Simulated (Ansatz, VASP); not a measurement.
**BeTe: VASP beside Ansatz**

POSCAR

```
BeTe
1.0
    4.1062296832      0.0000000000      0.0000000000
   -2.0531148416      3.4908208692      0.0000000000
    0.0000000000      0.0000000000      8.1440451829
Be Te
2 2
Direct
    0.3344102900      0.6688205801      0.2500000000
    0.6655897100      0.3311794199      0.7500000000
    0.6696276215      0.3392552429      0.2500000000
    0.3303723785      0.6607447571      0.7500000000
```

INCAR.step1

```
PREC = Accurate
ENCUT = 520
EDIFF = 1E-5
ISMEAR = 0
SIGMA = 0.01
LREAL = F
LASPH = T
NELM = 100
ALGO = Normal
ISIF = 2
LWAVE = T
LCHARG = F
NBANDS = 16
GGA = PE
```

The input INCAR.step2:

```
PREC = Accurate
ENCUT = 520
EDIFF = 1E-7
ISMEAR = 0
SIGMA = 0.01
LREAL = F
LASPH = T
NELM = 100
ALGO = Normal
ISIF = 2
LWAVE = F
LCHARG = F
GGA = PE
LHFCALC = T
HFSCREEN = 0.2079
PRECFOCK = Normal
NBANDS = 16
ISTART = 1
```

KPOINTS

```
Automatic mesh
0
Gamma
  6 6 2
```

Input for Ansatz:

```yaml
crystal:
  lattice:
    - [4.1062296832, 0.0, 0.0]
    - [-2.0531148416, 3.4908208692, 0.0]
    - [0.0, 0.0, 8.1440451829]
  atoms:
    - { symbol: Be, position: [0.33441029, 0.6688205801, 0.25] }
    - { symbol: Be, position: [0.66558971, 0.3311794199, 0.75] }
    - { symbol: Te, position: [0.6696276215, 0.3392552429, 0.25] }
    - { symbol: Te, position: [0.3303723785, 0.6607447571, 0.75] }
kpoints:
  mp_grid: { grid: [6, 6, 2] }
  band_path:
    path:
      - [0.0, 0.0, 0.0]
      - [0.5, 0.0, 0.0]
      - [0.3333333333, 0.3333333333, 0.0]
      - [0.0, 0.0, 0.5]
      - [0.5, 0.0, 0.5]
      - [0.3333333333, 0.3333333333, 0.5]
      - [0.0, -0.5, 0.25]
      - [-0.177083, 0.447917, 0.0]
      - [-0.5, 0.0, 0.3125]
    npoints: 1
hamiltonian:
  xc: hse06
scf:
  occupations: { method: fixed }
  n_extra_bands: 5
output:
  forces: true
  stress: true
  eigenvalues: true
```

Change from the starting cell: uniaxial_x strain +1.9%.

Alike in both runs: task single point; functional HSE06; k mesh 6 × 6 × 2; no spin polarisation.

|  | VASP | Ansatz |
| --- | --- | --- |
| version | VASP 6.6.1 | Ansatz 0.2.0 |
| potentials or method | VASP PAW PBE potentials, release 64 (Be, Te) | plane waves, PAW |
| plane-wave cutoff (eV) | 520 | 420 |
| occupations | gaussian, width 0.01 eV | fixed |
| valence electrons in the cell | 16 | 36 |

```csv
,VASP,Ansatz,Ansatz less VASP
gap on the k mesh at the Fermi level (eV),3.55,3.54,-0.013
pressure (GPa),-1.5,-1.5,+0.05
"traceless stress, the component that is largest in VASP (GPa)",1.51,1.48,-0.035
```

VASP's potentials hold 16 valence electrons a cell and Ansatz's 36, so a difference there can come from the potentials and not from the codes. Ansatz's warnings: stress exchange threshold loose, stress scf threshold loose.

Spin-orbit coupling is off throughout.
